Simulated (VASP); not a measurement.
B2W: single point with LDA

B2W:

```
CELL_PARAMETERS angstrom
3.02000 0.00000 0.00000
-1.51000 2.61540 0.00000
0.00000 0.00000 3.05000
ATOMIC_POSITIONS crystal
B 0.33333 0.66667 0.50000
B 0.66667 0.33333 0.50000
W 0.00000 0.00000 0.00000
```

| Item | Value |
| --- | --- |
| Program | VASP 6.6.1 |
| Task | single point |
| Functional | LDA |
| Potentials or basis | VASP PAW LDA potentials, release 64 (B, W_sv) |
| Cutoff | 520 eV |
| k mesh | 6 × 6 × 6 |
| Occupations | gaussian, width 0.1 eV |
| Spin | no spin polarisation |
| Dipole correction | no |
| Further INCAR settings | ALGO = Normal; EDIFF = 1e-06; NBANDS = 17 |

```yaml
Pressure: 24.5 GPa
Band_gap_on_the_k_mesh: zero (bands 10 and 11 overlap by 4.76 eV)
```

Stress tensor (GPa, compression positive):
```
19.97  0.00  0.00
 0.00 19.97  0.00
 0.00  0.00 33.49
```

Levels at points of the mesh, in eV from the Fermi level:
```csv
k point,band 7,band 8,band 9,band 10,band 11,band 12,band 13,band 14
"(0.00, 0.00, 0.00)",-6.18,-6.09,-3.61,0.45,0.45,3.43,3.43,3.57
"(0.50, 0.00, 0.00)",-6.34,-6.29,-5.42,-0.56,1.54,1.58,2.39,5.92
"(0.00, 0.00, 0.50)",-3.63,-3.63,-2.91,-2.91,-2.58,-2.58,0.85,3.39
"(0.50, 0.00, 0.50)",-8.09,-7.90,-4.90,2.18,2.18,3.41,5.31,5.50
```

It took 9.8 s on 1 thread of AMD EPYC 7R13 (shared host), peak memory 0.1 GiB.

Caveat: the k points lie up to 0.40 Å⁻¹ apart, too coarse for converged energies and pressures of a metal; spin-orbit coupling is left out, which moves the levels of the heavy elements.
